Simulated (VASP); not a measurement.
# Cu in VASP: single point with r2SCAN

Aim: the single point of Cu with r2SCAN.

All numbers are computed with VASP 6.6.1; they aren't measurements. Logs are shortened: lines on timing, memory, paths and dates and some standing lists are left out, and cuts for length are marked.

**1. The cell of the first run**

The cell holds a slab with vacuum, 3 atoms: a = 2.531 Å, b = 2.531 Å, c = 21.130 Å, α = 90.00°, β = 90.00°, γ = 120.00°.

**2. Single point, r2SCAN**

POSCAR reads:

```
Cu
1.0
    2.5305027400      0.0000000000      0.0000000000
   -1.2652513700      2.1914796572      0.0000000000
    0.0000000000      0.0000000000     21.1298555565
Cu
3
Direct
    0.3333333333      0.6666666667      0.4022744016
    0.6666666667      0.3333333333      0.4985504281
    0.3333333333      0.6666666667      0.5948324975
```

INCAR.step1 reads:

```
SYSTEM = Cu
ALGO     = Normal         ! electronic algorithm
DIPOL    = 0.5 0.5 0.499
EDIFF    = 1E-4           ! SCF threshold, eV
ENCUT    = 520            ! plane-wave cutoff, eV
GGA      = PE             ! functional
IDIPOL   = 3            
ISMEAR   = 0              ! smearing method
LASPH    = .TRUE.         ! aspherical terms in the spheres
LCHARG   = .FALSE.        ! write CHGCAR
LDIPOL   = .TRUE.       
LREAL    = .FALSE.        ! projectors in reciprocal space
LWAVE    = .TRUE.         ! write WAVECAR
NBANDS   = 24             ! bands
NELM     = 80             ! most SCF steps
PREC     = Accurate       ! precision mode
SIGMA    = 0.1            ! smearing width, eV
```

INCAR.step2 reads:

```
SYSTEM = Cu
ALGO     = Normal         ! electronic algorithm
DIPOL    = 0.5 0.5 0.499
EDIFF    = 1E-6           ! SCF threshold, eV
ENCUT    = 520            ! plane-wave cutoff, eV
IDIPOL   = 3            
ISIF     = 2              ! what is computed and relaxed
ISMEAR   = 0              ! smearing method
ISTART   = 1            
LASPH    = .TRUE.         ! aspherical terms in the spheres
LCHARG   = .TRUE.         ! write CHGCAR
LDIPOL   = .TRUE.       
LELF     = .TRUE.         ! ELF
LMIXTAU  = .TRUE.       
LREAL    = .FALSE.        ! projectors in reciprocal space
LVACPOTAV= .TRUE.       
LVHAR    = .TRUE.       
LWAVE    = .FALSE.        ! write WAVECAR
METAGGA  = R2SCAN         ! meta-GGA
NBANDS   = 24             ! bands
NELM     = 80             ! most SCF steps
PREC     = Accurate       ! precision mode
SIGMA    = 0.1            ! smearing width, eV
```

KPOINTS reads:

```
k-points
0
G
  12 12 1
  0 0 0
```

Potentials or basis: VASP PAW PBE potentials, release 64 (Cu).

The run is started by

```
> cat potpaw_PBE.64/Cu/POTCAR > POTCAR
> cp INCAR.step1 INCAR
> mpirun -np 1 vasp_std > vasp.out
> cp INCAR.step2 INCAR
> mpirun -np 1 vasp_std > vasp.out
```

OUTCAR:

```text
SYSTEM = Cu
   EDIFF = 1E-6
   ENCUT = 520
   ISIF = 2
   ISMEAR = 0
   ISTART = 1
   LASPH = .TRUE.
   LREAL = .FALSE.
   METAGGA = R2SCAN
   NELM = 80
   PREC = Accurate

 ion  position               nearest neighbor table
   1  0.333  0.667  0.402-   2 2.50   2 2.50   2 2.50
   2  0.667  0.333  0.499-   1 2.50   1 2.50   1 2.50   3 2.50   3 2.50   3 2.50
   3  0.333  0.667  0.595-   2 2.50   2 2.50   2 2.50

  LATTYP: Found a hexagonal cell.
 ALAT       =     2.5305027400
 C/A-ratio  =     8.3500623107

  Lattice vectors:

 A1 = (   2.5305027400,   0.0000000000,   0.0000000000)
 A2 = (  -1.2652513700,   2.1914796572,   0.0000000000)
 A3 = (   0.0000000000,   0.0000000000,  21.1298555565)

Analysis of symmetry for initial positions (statically):
=====================================================================
 Subroutine PRICEL returns:
 Original cell was already a primitive cell.

 Routine SETGRP: Setting up the symmetry group for a
 hexagonal supercell.

 Subroutine GETGRP returns: Found 12 space group operations
 (whereof  6 operations were pure point group operations)
 out of a pool of 24 trial point group operations.

The static configuration has the point symmetry C_3v.
 The point group associated with its full space group is D_3h.

Analysis of symmetry for dynamics (positions and initial velocities):
=====================================================================
 Subroutine PRICEL returns:
 Original cell was already a primitive cell.

 Routine SETGRP: Setting up the symmetry group for a
 hexagonal supercell.

 Subroutine GETGRP returns: Found 12 space group operations
 (whereof  6 operations were pure point group operations)
 out of a pool of 24 trial point group operations.

The dynamic configuration has the point symmetry C_3v.
 The point group associated with its full space group is D_3h.

 Subroutine INISYM returns: Found 12 space group operations
 (whereof  6 operations are pure point group operations),
 and found     1 'primitive' translations

----------------------------------------------------------------------------------------

                                     Primitive cell

  volume of cell :     117.1766

  direct lattice vectors                    reciprocal lattice vectors
     2.530502740  0.000000000  0.000000000     0.395178391  0.228156350  0.000000000
    -1.265251370  2.191479657  0.000000000     0.000000000  0.456312700  0.000000000
[... 83 lines left out ...]
   EDIFFG = 0.1E-04   stopping-criterion for IOM
   NSW    =      0    number of steps for IOM
   IBRION =     -1    ionic relax: 0-MD 1-quasi-New 2-CG
   NFREE  =      0    steps in history (QN), initial steepest desc. (CG)
   ISIF   =      2    stress and relaxation
   ISYM   =      2    0-nonsym 1-usesym 2-fastsym
   POTIM  = 0.5000    time-step for ionic-motion
   TEBEG  =    0.0;   TEEND  =   0.0 temperature during run
   PSTRESS=    0.0 pullay stress
   NELECT =      33.0000    total number of electrons
   NUPDOWN=      -1.0000    fix difference up-down
   EMIN   =  10.00;   EMAX   =-10.00  energy-range for DOS
   EFERMI =   0.00;   METHOD = LEGACY
   ISMEAR =     0;   SIGMA  =   0.10  broadening in eV -4-tet -1-fermi 0-gaus
   EFERMI_NEDOS =   21; number of points for ismear=-14 and -15
   IALGO  =     38    algorithm
   IMIX   =      4    mixing-type and parameters
     AMIX     =   0.40;   BMIX     =  1.00
     AMIX_MAG =   1.60;   BMIX_MAG =  1.00
  volume/ion in A,a.u.               =      39.06       263.58
  Fermi-wavevector in a.u.,A,eV,Ry     =   1.073081  2.027829 15.667150  1.151503
  Thomas-Fermi vector in A             =   2.208870
   LORBIT       =      0    0 simple, 1 ext, 2 COOP (PROOUT), +10 PAW based schemes
   METAGGA = R2SCAN    functional components
   LHFCALC =     F    Hartree Fock is set to
   AEXX    =    0.0000 exact exchange contribution
   IVDW    =     0    specifies the selected vdW correction
   LEPSILON=     F    determine dielectric tensor
   LRPA    =     F    only Hartree local field effects (RPA)
 non-spin polarized calculation
 Gauss-broadening in eV      SIGMA  =   0.10
  energy-cutoff  :      520.00
  volume of cell :      117.18
 maximum number of plane-waves:      3187
 NGX is ok and might be reduce to    20
   NGX =  9   NGY =  9   NGZ = 79

 number of electron      32.9999971 magnetization

 dipolmoment           0.000000      0.000000      0.000250 electrons x Angstroem

 Free energy of the ion-electron system (eV)
  ---------------------------------------------------
  ext. energy  EPLUGINS =         0.00000000
  ---------------------------------------------------
  free energy    TOTEN  =       -31.36578595 eV

  energy without entropy =      -31.34936037  energy(sigma->0) =      -31.35757316

 E-fermi :  -1.0418     XC(G=0):  -4.8521

 val. band max:       -1.0451185718   @ k =   0.3333   0.1667   0.0000
 cond. band min:      -1.0291498244   @ k =   0.2500   0.2500   0.0000
 fundamental gap:      0.0159687474
 Fermi energy:        -1.0417801397

 k-point     1 :       0.0000    0.0000    0.0000
  band No.  band energies     occupation
      1     -10.2083      2.00000
      2      -8.0700      2.00000
      3      -6.5410      2.00000
      4      -4.2445      2.00000
      5      -4.2443      2.00000
      6      -4.2172      2.00000
[... 502 lines left out ...]
     23       7.8280      0.00000
     24       9.0262      0.00000

------------------------ aborting loop because EDIFF is reached ----------------------------------------

  FORCE on cell =-STRESS in cart. coord.  units (eV):
  Direction    XX          YY          ZZ          XY          YZ          ZX
  --------------------------------------------------------------------------------------
  -------------------------------------------------------------------------------------
  Total       -0.9784015     -0.9784015      0.0870158     -0.0000000      0.0000000     -0.0000000
  in kB      -13.3778684    -13.3778684      1.1897832     -0.0000000      0.0000000     -0.0000000
  external PRESSURE =      -8.5219845 kB  Pullay stress =       0.0000000 kB

 VOLUME and BASIS-vectors are now :
 -----------------------------------------------------------------------------
  energy-cutoff  :      520.00
  volume of cell :      117.18
      direct lattice vectors                 reciprocal lattice vectors
     2.530502740  0.000000000  0.000000000     0.395178391  0.228156350  0.000000000
    -1.265251370  2.191479657  0.000000000     0.000000000  0.456312700  0.000000000
     0.000000000  0.000000000 21.129855557     0.000000000  0.000000000  0.047326400

 POSITION                                       TOTAL-FORCE (eV/Angst)
 -----------------------------------------------------------------------------------
     -0.00000      1.46099      8.50000         0.000000     -0.000000     -0.031391
      1.26525      0.73049     10.53430        -0.000000      0.000000     -0.000000
     -0.00000      1.46099     12.56872         0.000000     -0.000000      0.031391
 -----------------------------------------------------------------------------------
    total drift:                                0.000000     -0.000000      0.049653

  FREE ENERGIE OF THE ION-ELECTRON SYSTEM (eV)
  ---------------------------------------------------
  free  energy   TOTEN  =       -31.3657859522 eV

  energy  without entropy=      -31.3493603713  energy(sigma->0) =      -31.35757316

 vacuum level on the upper side and lower side of the slab         3.723         3.715
```

OUTCAR.step1:

```text
SYSTEM = Cu
   EDIFF = 1E-4
   ENCUT = 520
   GGA = PE
   ISMEAR = 0
   LASPH = .TRUE.
   LREAL = .FALSE.
   NELM = 80
[... 738 lines left out ...]
      1.26525      0.73049     10.53430         0.000000     -0.000000      0.000000
     -0.00000      1.46099     12.56872        -0.000000      0.000000      0.277660
 -----------------------------------------------------------------------------------
    total drift:                                0.000001     -0.000001      0.052897

  FREE ENERGIE OF THE ION-ELECTRON SYSTEM (eV)
  ---------------------------------------------------
  free  energy   TOTEN  =       -10.2147397929 eV

  energy  without entropy=      -10.1974809381  energy(sigma->0) =      -10.20611037

 vacuum level on the upper side and lower side of the slab         3.767         3.752
```

It took 3.2 min on 1 thread of AMD EPYC 9R45 (Zen 5), shared host; peak memory 0.24 GiB.

Results:

```yaml
Free_energy: -31.3658 eV
Largest_force: 0.031 eV/Å
```

Forces on the atoms (eV/Å):
```
Cu   0.000  0.000 -0.031
Cu   0.000  0.000  0.000
Cu   0.000  0.000  0.031
```

Levels at points of the mesh, in eV from the Fermi level:
| k point | band 15 | band 16 | band 17 | band 18 | band 19 | band 20 |
| --- | --- | --- | --- | --- | --- | --- |
| (0.00, 0.00, 0.00) | -1.87 | -1.75 | -1.75 | -1.59 | -0.08 | 4.46 |
| (0.50, 0.00, 0.00) | -1.43 | 0.14 | 1.00 | 1.71 | 5.25 | 6.13 |

Caveat: the PAW data sets were made with another functional, which shifts forces and pressure a little.
